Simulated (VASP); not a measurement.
Wanted: the native input for a VASP 6.6.1 run.

| Quantity | Value |
| --- | --- |
| Task | single point |
| Functional | pbesol exchange, lyp correlation |
| Potentials or basis | VASP PAW PBE potentials, release 64 (Mn_pv, S) |
| Cutoff | 500 eV |
| k mesh | 7 × 7 × 7 |
| Occupations | gaussian, width 0.2 eV |
| Spin | collinear spin, zero start |
| Starting moments | [0.0, 0.0] μB |
| Fixed moment | 0 μB |
| Dipole correction | no |
| Further INCAR settings | ALGO = Normal; EDIFF = 1e-06; NBANDS = 20 |

The structure of MnS lies in POSCAR:

```
MnS
1.0
    0.0000000000      2.8000000000      2.8000000000
    2.8000000000      0.0000000000      2.8000000000
    2.8000000000      2.8000000000      0.0000000000
Mn S
1 1
Direct
    0.0000000000      0.0000000000      0.0000000000
    0.2500000000      0.2500000000      0.2500000000
```

One way to write it, as run:

INCAR

```
PREC = Accurate
ENCUT = 500
EDIFF = 1E-6
ISMEAR = 0
SIGMA = 0.2
LREAL = False
LASPH = True
NELM = 200
ALGO = Normal
ISIF = 2
LWAVE = False
LCHARG = False
ISPIN = 2
MAGMOM = 0 0
LORBIT = 11
NUPDOWN = 0.0
LMAXMIX = 4
GGA = LIBXC
LIBXC1 = GGA_X_PBE_SOL
LIBXC2 = GGA_C_LYP
NBANDS = 20
GGA_COMPAT = False
```

KPOINTS

```
regular mesh
0
Gamma
  7 7 7
```

Potentials or basis: VASP PAW PBE potentials, release 64 (Mn_pv, S).

Run with:

```console
$ cat potpaw_PBE.64/Mn_pv/POTCAR potpaw_PBE.64/S/POTCAR > POTCAR
$ mpirun -np 1 vasp_std > vasp.out
```

It gave:

* Pressure: -20.7 GPa
* Net moment: 0.00 μB per cell
* Valence electrons inside the program's atomic spheres: Mn 11.51; S 3.61

Caveat: the cell stands under tension; the PAW data sets were made with another functional, which shifts forces and pressure a little; the total moment is fixed, so each spin has its own Fermi level.

It took 43 s on 1 thread of AMD EPYC 7R43 64-Core Processor (Zen 3) (shared host), peak memory 0.15 GiB.
